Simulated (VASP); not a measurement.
Input of a VASP 6.6.1 run:

File INCAR:

```
SYSTEM = InB2As3
PREC = Accurate
ENCUT = 520
EDIFF = 1E-6
ISMEAR = -1
SIGMA = 0.02
LREAL = .False.
LASPH = .True.
NELM = 60
ALGO = Normal
ISIF = 2
LWAVE = .False.
LCHARG = .False.
GGA = PE
NBANDS = 26
```

File KPOINTS:

```
Automatic mesh
0
Gamma
  10 10 10
  0 0 0
```

The input POSCAR:

```
InB2As3
1.0
   -1.8072249569      1.8072249569      8.2141680077
    1.8072249569     -1.8072249569      8.2141680077
    1.8072249569      1.8072249569     -8.2141680077
B As In
2 3 1
Direct
    0.8208620933      0.8208620933      0.0000000000
    0.1791379067      0.1791379067      0.0000000000
    0.2500000000      0.7500000000      0.5000000000
    0.6103167147      0.1103167147      0.5000000000
    0.8896832853      0.3896832853      0.5000000000
    0.5000000000      0.5000000000      0.0000000000
```

Potentials or basis: VASP PAW PBE potentials, release 64 (B, As, In_d).

The run is started by

```sh
$ cat potpaw_PBE.64/B/POTCAR potpaw_PBE.64/As/POTCAR potpaw_PBE.64/In_d/POTCAR > POTCAR
$ mpirun -np 1 vasp_std > vasp.out
```

**Question.** Predict the largest force.

**Answer.** 0.170 eV/Å.

**Question.** Predict the pressure.

**Answer.** 2.3 GPa.

**Question.** Estimate the band gap on the k mesh.

**Answer.** 0.03 eV.

Stress tensor (GPa, compression positive):
```
2.13 0.00 0.00
0.00 2.13 0.00
0.00 0.00 2.60
```

Caveat: spin-orbit coupling is left out, which moves the levels of the heavy elements. A k mesh can miss the band edges.
